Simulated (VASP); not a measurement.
# Sn (P6_3/mmc) in VASP: notebook, part 2 of 2

VASP 6.6.1. Earlier steps stand in the parts before.

### 4 Single point, revPBE (29.45 Å³/atom)

This run uses another cell than the first one, of 29.45 Å³/atom.

INCAR reads:

```
SYSTEM = Sn
ALGO = Normal ; EDIFF = 1E-6
ENCUT = 520 ; GGA = RE
ISIF = 2 ; ISMEAR = -1
LASPH = .True. ; LCHARG = .True.
LELF = .True. ; LREAL = .False.
LVHAR = .True. ; LWAVE = .False.
NBANDS = 21 ; NELM = 100
PREC = Accurate ; SIGMA = 0.1
```

KPOINTS reads:

```
k-points
0
Gamma
  12 12 7
  0 0 0
```

POSCAR reads:

```
Sn
1.0
    3.4461281466      0.0000000000      0.0000000000
   -1.7230640733      2.9844345197      0.0000000000
    0.0000000000      0.0000000000      5.7273824254
Sn
2
Direct
    0.3333333333      0.6666666667      0.2500000000
    0.6666666667      0.3333333333      0.7500000000
```

Potentials or basis: VASP PAW PBE potentials, release 64 (Sn_d).

Run with:

```bash
cat potpaw_PBE.64/Sn_d/POTCAR > POTCAR
mpirun -np 1 vasp_std > vasp.out
```

OUTCAR:

```text
SYSTEM = Sn
   EDIFF = 1E-6
   ENCUT = 520
   GGA = RE
   ISIF = 2
   ISMEAR = -1
   LASPH = .True.
   LREAL = .False.
   NELM = 100
   PREC = Accurate

 ion  position               nearest neighbor table
   1  0.333  0.667  0.250-   2 3.49   2 3.49   2 3.49   2 3.49   2 3.49   2 3.49
   2  0.667  0.333  0.750-   1 3.49   1 3.49   1 3.49   1 3.49   1 3.49   1 3.49

  LATTYP: Found a hexagonal cell.
 ALAT       =     3.4461281466
 C/A-ratio  =     1.6619760443

  Lattice vectors:

 A1 = (   3.4461281466,   0.0000000000,   0.0000000000)
 A2 = (  -1.7230640733,   2.9844345197,   0.0000000000)
 A3 = (   0.0000000000,   0.0000000000,   5.7273824254)

Analysis of symmetry for initial positions (statically):
=====================================================================
 Subroutine PRICEL returns:
 Original cell was already a primitive cell.

 Routine SETGRP: Setting up the symmetry group for a
 hexagonal supercell.

 Subroutine GETGRP returns: Found 24 space group operations
 (whereof 12 operations were pure point group operations)
 out of a pool of 24 trial point group operations.

The static configuration has the point symmetry D_3d.
 The point group associated with its full space group is D_6h.

Analysis of symmetry for dynamics (positions and initial velocities):
=====================================================================
 Subroutine PRICEL returns:
 Original cell was already a primitive cell.

 Routine SETGRP: Setting up the symmetry group for a
 hexagonal supercell.

 Subroutine GETGRP returns: Found 24 space group operations
 (whereof 12 operations were pure point group operations)
 out of a pool of 24 trial point group operations.

The dynamic configuration has the point symmetry D_3d.
 The point group associated with its full space group is D_6h.

 Subroutine INISYM returns: Found 24 space group operations
 (whereof 12 operations are pure point group operations),
 and found     1 'primitive' translations

----------------------------------------------------------------------------------------

                                     Primitive cell

  volume of cell :      58.9047

  direct lattice vectors                    reciprocal lattice vectors
     3.446128147  0.000000000  0.000000000     0.290180735  0.167535926  0.000000000
    -1.723064073  2.984434520  0.000000000     0.000000000  0.335071851  0.000000000
     0.000000000  0.000000000  5.727382425     0.000000000  0.000000000  0.174599830

  length of vectors
     3.446128147  3.446128147  5.727382425     0.335071851  0.335071851  0.174599830

  position of ions in fractional coordinates (direct lattice)
     0.333333333  0.666666667  0.250000000
     0.666666667  0.333333333  0.750000000

  ion indices of the primitive-cell ions
   primitive index   ion index
                 1           1
                 2           2

----------------------------------------------------------------------------------------

 KPOINTS: k-points

Automatic generation of k-mesh.
 Grid dimensions read from file:
 generate k-points for:   12   12    7

 Generating k-lattice:

  Cartesian coordinates                     Fractional coordinates (reciprocal lattice)
     0.024181728  0.013961327  0.000000000     0.083333333  0.000000000  0.000000000
     0.000000000  0.027922654  0.000000000     0.000000000  0.083333333  0.000000000
     0.000000000  0.000000000  0.024942833     0.000000000  0.000000000  0.142857143

  Length of vectors
     0.027922654  0.027922654  0.024942833

  Shift w.r.t. Gamma in fractional coordinates (k-lattice)
     0.000000000  0.000000000  0.000000000

 Subroutine IBZKPT returns following result:
 ===========================================

 Found     76 irreducible k-points:

 Following reciprocal coordinates:
            Coordinates               Weight
  0.000000  0.000000  0.000000      1.000000
  0.083333  0.000000  0.000000      6.000000
  0.166667  0.000000  0.000000      6.000000
  0.250000  0.000000  0.000000      6.000000
  0.333333  0.000000  0.000000      6.000000
  0.416667  0.000000  0.000000      6.000000
[... 16 lines left out ...]
  0.250000  0.000000  0.142857     12.000000
  0.333333  0.000000  0.142857     12.000000
 [... further k-points ...]
   k-points           NKPTS =     76   k-points in BZ     NKDIM =     76   number of bands    NBANDS=     21
   number of dos      NEDOS =    301   number of ions     NIONS =      2
   total plane-waves  NPLWV =  37632
   dimension x,y,z NGX =    28 NGY =   28 NGZ =   48
   dimension x,y,z NGXF=    56 NGYF=   56 NGZF=   96
   ions per type =               2
   NGX,Y,Z   is equivalent  to a cutoff of  13.51, 13.51, 13.93 a.u.
   NGXF,Y,Z  is equivalent  to a cutoff of  27.02, 27.02, 27.87 a.u.
 SYSTEM =  Sn
   PREC   = accura    normal or accurate (medium, high low for compatibility)
   ISTART =      0    job   : 0-new  1-cont  2-samecut
   ICHARG =      2    charge: 1-file 2-atom 10-const
   ISPIN  =      1    spin polarized calculation?
   LNONCOLLINEAR =      F non collinear calculations
   LSORBIT =      F    spin-orbit coupling
   LASPH  =      T    aspherical Exc in radial PAW
   ENCUT  =  520.0 eV  38.22 Ry    6.18 a.u.   6.41  6.41 10.65*2*pi/ulx,y,z
   NELM   =    100;   NELMIN=  2; NELMDL= -5     # of ELM steps
   EDIFF  = 0.1E-05   stopping-criterion for ELM
   LREAL  =      F    real-space projection
   EDIFFG = 0.1E-04   stopping-criterion for IOM
   NSW    =      0    number of steps for IOM
   IBRION =     -1    ionic relax: 0-MD 1-quasi-New 2-CG
   NFREE  =      0    steps in history (QN), initial steepest desc. (CG)
   ISIF   =      2    stress and relaxation
   ISYM   =      2    0-nonsym 1-usesym 2-fastsym
   POTIM  = 0.5000    time-step for ionic-motion
   TEBEG  =    0.0;   TEEND  =   0.0 temperature during run
   PSTRESS=    0.0 pullay stress
   NELECT =      28.0000    total number of electrons
   NUPDOWN=      -1.0000    fix difference up-down
   EMIN   =  10.00;   EMAX   =-10.00  energy-range for DOS
   EFERMI =   0.00;   METHOD = LEGACY
   ISMEAR =    -1;   SIGMA  =   0.10  broadening in eV -4-tet -1-fermi 0-gaus
   EFERMI_NEDOS =   21; number of points for ismear=-14 and -15
   IALGO  =     38    algorithm
   IMIX   =      4    mixing-type and parameters
     AMIX     =   0.40;   BMIX     =  1.00
     AMIX_MAG =   1.60;   BMIX_MAG =  1.00
  volume/ion in A,a.u.               =      29.45       198.75
  Fermi-wavevector in a.u.,A,eV,Ry     =   1.277647  2.414403 22.209911  1.632382
  Thomas-Fermi vector in A             =   2.410235
   LORBIT       =      0    0 simple, 1 ext, 2 COOP (PROOUT), +10 PAW based schemes
   GGA     = RE    functional components
   LHFCALC =     F    Hartree Fock is set to
   AEXX    =    0.0000 exact exchange contribution
   IVDW    =     0    specifies the selected vdW correction
   LEPSILON=     F    determine dielectric tensor
   LRPA    =     F    only Hartree local field effects (RPA)
 non-spin polarized calculation
  energy-cutoff  :      520.00
  volume of cell :       58.90
 maximum number of plane-waves:      1610
 NGX is ok and might be reduce to    28
   NGX = 13   NGY = 13   NGZ = 21

 number of electron      28.0000004 magnetization

 Free energy of the ion-electron system (eV)
  ---------------------------------------------------
  ext. energy  EPLUGINS =         0.00000000
  ---------------------------------------------------
  free energy    TOTEN  =        -6.95199588 eV

  energy without entropy =       -6.90102395  energy(sigma->0) =       -6.92650991

 E-fermi :   7.2461     XC(G=0):  -9.9365

 val. band max:        7.2321282923   @ k =   0.1667   0.1667   0.1429
 cond. band min:       7.2574146900   @ k =   0.2500   0.0833   0.2857
 fundamental gap:      0.0252863977
 Fermi energy:         7.2460665829

 k-point     1 :       0.0000    0.0000    0.0000
  band No.  band energies     occupation
      1     -14.3153      2.00000
      2     -14.3073      2.00000
      3     -14.3023      2.00000
      4     -14.3023      2.00000
      5     -14.2951      2.00000
      6     -14.2951      2.00000
[... 13 lines left out ...]
     20      16.9456      0.00000
     21      18.6057      0.00000

 k-point     2 :       0.0833    0.0000    0.0000
  band No.  band energies     occupation
      1     -14.3165      2.00000
      2     -14.3072      2.00000
      3     -14.2986      2.00000
      4     -14.2948      2.00000
      5     -14.2907      2.00000
      6     -14.2877      2.00000
[... 520 lines left out ...]
 k-point    24 :       0.3333    0.0000    0.1429
  band No.  band energies     occupation
      1     -14.3528      2.00000
      2     -14.3134      2.00000
      3     -14.3076      2.00000
      4     -14.2873      2.00000
      5     -14.2595      2.00000
      6     -14.2482      2.00000
[... 13 lines left out ...]
     20      15.3719      0.00000
     21      16.7129      0.00000

 [... further k-points ...]
[... 5 lines left out ...]
  --------------------------------------------------------------------------------------
  -------------------------------------------------------------------------------------
  Total       -0.4526412     -0.4526412     -0.7469139      0.0000000      0.0000000      0.0000000
  in kB      -12.3116147    -12.3116147    -20.3156834      0.0000000      0.0000000      0.0000000
  external PRESSURE =     -14.9796376 kB  Pullay stress =       0.0000000 kB

 VOLUME and BASIS-vectors are now :
 -----------------------------------------------------------------------------
  energy-cutoff  :      520.00
  volume of cell :       58.90
      direct lattice vectors                 reciprocal lattice vectors
     3.446128147  0.000000000  0.000000000     0.290180735  0.167535926  0.000000000
    -1.723064073  2.984434520  0.000000000     0.000000000  0.335071851  0.000000000
     0.000000000  0.000000000  5.727382425     0.000000000  0.000000000  0.174599830

 POSITION                                       TOTAL-FORCE (eV/Angst)
 -----------------------------------------------------------------------------------
     -0.00000      1.98962      1.43185         0.000000     -0.000000      0.000000
      1.72306      0.99481      4.29554        -0.000000      0.000000      0.000000
 -----------------------------------------------------------------------------------
    total drift:                               -0.000000      0.000000      0.000000

  FREE ENERGIE OF THE ION-ELECTRON SYSTEM (eV)
  ---------------------------------------------------
  free  energy   TOTEN  =        -6.9519958758 eV

  energy  without entropy=       -6.9010239455  energy(sigma->0) =       -6.92650991
```

OSZICAR:

```text
N       E                     dE             d eps       ncg     rms          rms(c)
DAV:   1     0.220140153753E+03    0.22014E+03   -0.14794E+04  3247   0.203E+03
DAV:   2     0.154400211661E+02   -0.20470E+03   -0.20036E+03  3227   0.441E+02
DAV:   3    -0.628387399034E+01   -0.21724E+02   -0.21511E+02  3630   0.132E+02
DAV:   4    -0.694393159299E+01   -0.66006E+00   -0.65968E+00  3660   0.256E+01
DAV:   5    -0.696754946718E+01   -0.23618E-01   -0.23617E-01  4357   0.480E+00    0.164E+00
DAV:   6    -0.695560922221E+01    0.11940E-01   -0.23626E-02  4097   0.189E+00    0.924E-01
DAV:   7    -0.695206607239E+01    0.35431E-02   -0.15184E-02  4316   0.154E+00    0.116E-01
DAV:   8    -0.695198462366E+01    0.81449E-04   -0.15164E-03  4062   0.533E-01    0.267E-02
DAV:   9    -0.695199124009E+01   -0.66164E-05   -0.44714E-05  4676   0.644E-02    0.142E-02
DAV:  10    -0.695199556304E+01   -0.43230E-05   -0.89295E-06  3657   0.290E-02    0.140E-03
DAV:  11    -0.695199587580E+01   -0.31276E-06   -0.34586E-07  2306   0.841E-03
   1 F= -.69519959E+01 E0= -.69265099E+01  d E =-.509719E-01
```

stdout:

```text
POSCAR found type information on POSCAR Sn
 POSCAR found :  1 types and       2 ions
 scaLAPACK will be used
 -----------------------------------------------------------------------------
|                                                                             |
|                                                                             |
|     You enforced a specific xc type in the INCAR file but a different       |
|     I HOPE YOU KNOW WHAT YOU ARE DOING!                                     |
|                                                                             |
 -----------------------------------------------------------------------------

 LDA part: xc-table for (Slater+PW92), standard interpolation
 POSCAR, INCAR and KPOINTS ok, starting setup
 FFT: planning ... GRIDC
 FFT: planning ... GRID_SOFT
 FFT: planning ... GRID
 WAVECAR not read
 entering main loop
```

It took 44 s on 1 thread of AMD EPYC 9R45 (Zen 5), shared host; peak memory 0.2 GiB.

Results:

| Item | Value |
| --- | --- |
| Free energy | -6.9520 eV |
| Pressure | -1.5 GPa |
| Band gap on the k mesh | zero (bands 14 and 15 overlap by 7.59 eV) |

Levels at points of the mesh, in eV from the Fermi level:
```tsv
k point	band 10	band 11	band 12	band 13	band 14	band 15	band 16	band 17	band 18	band 19
(0.00, 0.00, 0.00)	-21.45	-10.53	-6.78	-4.22	5.53	5.53	6.94	7.09	7.09	9.10
(0.50, 0.00, 0.00)	-21.43	-6.81	-5.69	-2.45	-1.46	-0.63	1.29	2.15	5.39	5.60
```

Caveat: the PAW data sets were made with another functional, which shifts forces and pressure a little; spin-orbit coupling is left out, which moves the levels of the heavy elements.

### 5 Single point, revPBE (30.59 Å³/atom)

This run uses another cell than the first one, of 30.59 Å³/atom.

INCAR reads:

```
SYSTEM = Sn
PREC     = Accurate       ! precision mode
ENCUT    = 520            ! plane-wave cutoff, eV
EDIFF    = 1E-7           ! SCF threshold, eV
ISMEAR   = -1             ! smearing method
SIGMA    = 0.1            ! smearing width, eV
LREAL    = .FALSE.        ! projectors in reciprocal space
LASPH    = .TRUE.         ! aspherical terms in the spheres
NELM     = 100            ! most SCF steps
ALGO     = Normal         ! electronic algorithm
ISIF     = 2              ! what is computed and relaxed
LWAVE    = .FALSE.        ! write WAVECAR
LCHARG   = .FALSE.        ! write CHGCAR
GGA      = RE             ! functional
NBANDS   = 21             ! bands
```

KPOINTS reads:

```
Automatic mesh
0
G
  12 12 7
  0 0 0
```

POSCAR reads:

```
Sn
1.0
    3.4897546532      0.0000000000      0.0000000000
   -1.7448773266      3.0222161827      0.0000000000
    0.0000000000      0.0000000000      5.7998886343
Sn
2
Direct
    0.3333333333      0.6666666667      0.2500000000
    0.6666666667      0.3333333333      0.7500000000
```

Run with:

```bash
cat potpaw_PBE.64/Sn_d/POTCAR > POTCAR
mpirun -np 1 vasp_std > vasp.out
```

Wall time 49 s (1 thread of AMD EPYC 9R45 (Zen 5), shared host); peak memory 0.19 GiB.

It converged, with:

```
Free energy            : -6.9227 eV
Pressure               : -2.7 GPa
Band gap on the k mesh : zero (bands 14 and 15 overlap by 7.29 eV)
```

Stress tensor (GPa, compression positive):
```
-2.52  0.00  0.00
 0.00 -2.52  0.00
 0.00  0.00 -3.09
```

Levels at points of the mesh, in eV from the Fermi level:
```
           k point  band 10  band 11  band 12  band 13  band 14  band 15  band 16  band 17  band 18  band 19
(0.00, 0.00, 0.00)   -21.45   -10.28    -6.72    -4.04     5.32     5.32     6.66     6.81     6.81     8.88
(0.50, 0.00, 0.00)   -21.43    -6.74    -5.62    -2.44    -1.41    -0.57     1.31     2.10     5.18     5.53
```

Caveat: the PAW data sets were made with another functional, which shifts forces and pressure a little; spin-orbit coupling is left out, which moves the levels of the heavy elements.

### 6 Single point, revPBE (31.72 Å³/atom)

This run uses another cell than the first one, of 31.72 Å³/atom.

INCAR reads:

```
SYSTEM = Sn
  ALGO = Normal
  EDIFF = 1E-6
  ENCUT = 520
  GGA = RE
  ISIF = 2
  ISMEAR = -1
  LASPH = .TRUE.
  LCHARG = .FALSE.
  LREAL = .FALSE.
  LWAVE = .FALSE.
  NBANDS = 21
  NELM = 60
  PREC = Accurate
  SIGMA = 0.1
```

KPOINTS reads:

```
k-points
0
G
  12 12 7
  0 0 0
```

POSCAR reads:

```
Sn
1.0
    3.5323168315      0.0000000000      0.0000000000
   -1.7661584157      3.0590761103      0.0000000000
    0.0000000000      0.0000000000      5.8706259550
Sn
2
Direct
    0.3333333333      0.6666666667      0.2500000000
    0.6666666667      0.3333333333      0.7500000000
```

Potentials or basis: VASP PAW PBE potentials, release 64 (Sn_d).

Run with:

```bash
cat potpaw_PBE.64/Sn_d/POTCAR > POTCAR
mpirun -np 1 vasp_std > vasp.out
```

It took 41 s on 1 thread of AMD EPYC 9R45 (Zen 5), shared host; peak memory 0.2 GiB.

It converged, with:

* Free energy: -6.8778 eV
* Pressure: -3.7 GPa
* Band gap on the k mesh: zero (bands 14 and 15 overlap by 7.01 eV)

Stress tensor (GPa, compression positive):
```
-3.58  0.00  0.00
 0.00 -3.58  0.00
 0.00  0.00 -3.93
```

Levels at points of the mesh, in eV from the Fermi level:
| k point | band 11 | band 12 | band 13 | band 14 | band 15 | band 16 | band 17 | band 18 |
| --- | --- | --- | --- | --- | --- | --- | --- | --- |
| (0.00, 0.00, 0.00) | -10.05 | -6.67 | -3.87 | 5.12 | 5.12 | 6.39 | 6.55 | 6.55 |
| (0.50, 0.00, 0.00) | -6.67 | -5.57 | -2.43 | -1.36 | -0.51 | 1.32 | 2.05 | 4.99 |

Caveat: the cell stands under tension; the PAW data sets were made with another functional, which shifts forces and pressure a little; spin-orbit coupling is left out, which moves the levels of the heavy elements.

### 7 Single point, revPBE

This run uses another cell than the first one, of 28.32 Å³/atom.

INCAR reads:

```
SYSTEM = Sn
PREC = Accurate
ENCUT = 520
EDIFF = 1E-6
ISMEAR = -1
SIGMA = 0.1
LREAL = .FALSE.
LASPH = .TRUE.
NELM = 60
ALGO = Normal
ISIF = 2
LWAVE = .FALSE.
LCHARG = .TRUE.
GGA = RE
LELF = .TRUE.
LVHAR = .TRUE.
NBANDS = 21
```

KPOINTS reads:

```
Automatic mesh
0
G
  17 17 9
  0 0 0
```

POSCAR reads:

```
Sn
1.0
    3.4013681693      0.0000000000      0.0000000000
   -1.7006840847      2.9456712423      0.0000000000
    0.0000000000      0.0000000000      5.6529924154
Sn
2
Direct
    0.3333333333      0.6666666667      0.2500000000
    0.6666666667      0.3333333333      0.7500000000
```

Run with:

```bash
cat potpaw_PBE.64/Sn_d/POTCAR > POTCAR
mpirun -np 1 vasp_std > vasp.out
```

It took 84 s on 1 thread of AMD EPYC 9R45 (Zen 5), shared host; peak memory 0.25 GiB.

Results (log left out):

| Item | Value |
| --- | --- |
| Free energy | -6.9826 eV |
| Pressure | -0.1 GPa |
| Band gap on the k mesh | zero (bands 14 and 15 overlap by 7.91 eV) |

Stress tensor (GPa, compression positive):
```
 0.16  0.00  0.00
 0.00  0.16  0.00
 0.00  0.00 -0.53
```

Levels at points of the mesh, in eV from the Fermi level:
| k point | band 11 | band 12 | band 13 | band 14 | band 15 | band 16 | band 17 | band 18 |
| --- | --- | --- | --- | --- | --- | --- | --- | --- |
| (0.00, 0.00, 0.00) | -10.81 | -6.85 | -4.43 | 5.74 | 5.74 | 7.24 | 7.37 | 7.37 |

Caveat: the PAW data sets were made with another functional, which shifts forces and pressure a little; spin-orbit coupling is left out, which moves the levels of the heavy elements.

### 8 The runs side by side

| cell | k mesh | gap on the mesh (eV) | pressure (GPa) |
| --- | --- | --- | --- |
| a = 3.355, b = 3.355, c = 5.577 Å, angles 90.0, 90.0, 120.0°, 2 atoms | 12 × 12 × 7 | none | 2.0 |
| a = 3.401, b = 3.401, c = 5.653 Å, angles 90.0, 90.0, 120.0°, 2 atoms | 12 × 12 × 7 | none | 0.0 |
| a = 3.446, b = 3.446, c = 5.727 Å, angles 90.0, 90.0, 120.0°, 2 atoms | 12 × 12 × 7 | none | -1.5 |
| a = 3.490, b = 3.490, c = 5.800 Å, angles 90.0, 90.0, 120.0°, 2 atoms | 12 × 12 × 7 | none | -2.7 |
| a = 3.532, b = 3.532, c = 5.871 Å, angles 90.0, 90.0, 120.0°, 2 atoms | 12 × 12 × 7 | none | -3.7 |
| a = 3.401, b = 3.401, c = 5.653 Å, angles 90.0, 90.0, 120.0°, 2 atoms | 17 × 17 × 9 | none | -0.1 |

Alike in all rows: task single point; level revPBE; potentials or basis VASP PAW PBE potentials, release 64 (Sn_d); no spin polarisation; cutoff (eV) 520; smearing fermi-dirac 0.1 eV.

Caveats: the PAW data sets were made with another functional, which shifts forces and pressure a little; spin-orbit coupling is left out, which moves the levels of the heavy elements; the cell stands under tension (at least some runs).

Absolute energies hang on the potentials; compare differences alone.

The gap in the log of VASP goes by the Fermi energy; the results here count the filled bands.